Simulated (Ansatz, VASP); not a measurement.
## InO: VASP beside Ansatz

```xyz
4
Lattice="3.5009 0.0000 0.0000 -1.7505 3.0319 0.0000 0.0000 0.0000 15.4508" Properties=species:S:1:pos:R:3 pbc="T T T"
In    1.7505    1.0106    9.1163
In    1.7505    1.0106    6.3345
O     0.0000    0.0000    9.8865
O     0.0000    0.0000    5.5644
```

Alike in both runs: task single point; functional PBEsol; k mesh 12 × 12 × 4; occupations gaussian, width 0.03 eV; no spin polarisation.

|  | VASP | Ansatz |
| --- | --- | --- |
| version | VASP 6.6.1 | Ansatz 0.2.0 |
| potentials or method | VASP PAW PBE potentials, release 64 (In_d, O), cutoff 520 eV | scalar-relativistic, plane waves, PAW |
| valence electrons in the cell | 38 | 38 |

VASP gave:

| Item | Value |
| --- | --- |
| gap on the k mesh at the Fermi level (eV) | 0.40 |
| least direct gap on the mesh (eV) | 0.98 |
| rms of the force components (eV/Å) | 0.217 |

Problem. What did Ansatz give for the same quantities?

Solution. gap on the k mesh at the Fermi level (eV): 0.42; least direct gap on the mesh (eV): 0.99; rms of the force components (eV/Å): 0.236.

VASP's potentials were made for PBE, not for PBEsol. Atom by atom the forces differ by 0.019 eV/Å (rms over components). With one functional, cell and mesh, what is left measures potentials, basis and numerics.
